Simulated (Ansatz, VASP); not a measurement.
# TiO2 in VASP and in Ansatz

```
Ti O
1.0
     4.59125    0.00000    0.00000
     0.00000    4.59125    0.00000
     0.00000    0.00000    2.93899
Ti O
2 4
Cartesian
  0.0000 0.0000 0.3750
  2.2956 2.2956 1.4695
  1.3978 1.3978 0.0000
  0.8979 3.6934 1.4695
  3.1935 3.1935 0.0000
  3.6934 0.8979 1.4695
```

Alike in both runs: task single point; functional PBEsol; k mesh 6 × 6 × 10; occupations gaussian, width 0.05 eV; no spin polarisation.

```csv
,VASP,Ansatz
version,VASP 6.6.1,Ansatz 0.2.0
potentials or method,"VASP PAW PBE potentials, release 64 (Ti_sv, O), cutoff 520 eV","scalar-relativistic, plane waves, PAW"
valence electrons in the cell,48,48
```

```tsv
	VASP	Ansatz	Ansatz less VASP
gap on the k mesh at the Fermi level (eV)	2.34	2.37	+0.025
least direct gap on the mesh (eV)	2.49	2.51	+0.026
pressure (GPa)	11.9	11.1	-0.84
traceless stress, the component that is largest in VASP (GPa)	-11.21	-10.90	+0.310
rms of the force components (eV/Å)	1.700	1.626	-0.0747
```

VASP's potentials were made for PBE, not for PBEsol. Atom by atom the forces differ by 0.076 eV/Å (rms over components).
